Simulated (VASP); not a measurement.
**Mo: single point with LDA**

The system is Mo, a slab with vacuum.

```
Mo
1.0
     3.11120    0.00000    0.00000
     0.00000    3.11120    0.00000
     0.00000    0.00000   22.22240
Mo
5
Cartesian
  0.0000 0.0000 8.1488
  1.5556 1.5556 9.5243
  0.0000 0.0000 11.1112
  1.5556 1.5556 12.6981
  0.0000 0.0000 14.0736
```

```json
{
  "Program": "VASP 6.6.1",
  "Task": "single point",
  "Functional": "LDA",
  "Potentials or basis": "VASP PAW LDA potentials, release 64 (Mo_sv)",
  "Cutoff": "520 eV",
  "k mesh": "11 × 11 × 1",
  "Occupations": "fermi-dirac, width 0.08 eV",
  "Spin": "no spin polarisation",
  "Dipole correction": "yes",
  "Further INCAR settings": "ALGO = Normal; EDIFF = 1e-07; NBANDS = 43"
}
```

```json
{"Largest force": "0.084 eV/Å", "Band gap on the k mesh": "zero (band 35 reaches 3.25 eV, above the bottom of band 36 at 1.60 eV)"}
```

Forces on the atoms (eV/Å):
```
Mo   0.000  0.000 -0.084
Mo   0.000  0.000  0.011
Mo   0.000  0.000  0.000
Mo   0.000  0.000 -0.011
Mo   0.000  0.000  0.084
```

Levels at points of the mesh, in eV from the Fermi level:
```
           k point  band 31  band 32  band 33  band 34  band 35  band 36  band 37  band 38  band 39  band 40
(0.00, 0.00, 0.00)    -1.31    -0.83    -0.83    -0.63    -0.14    -0.14    -0.08    -0.07     0.00     1.16
```

Run time: 7.2 min on 1 thread of Intel Xeon 6975P-C, on a shared host, peak memory 0.32 GiB.
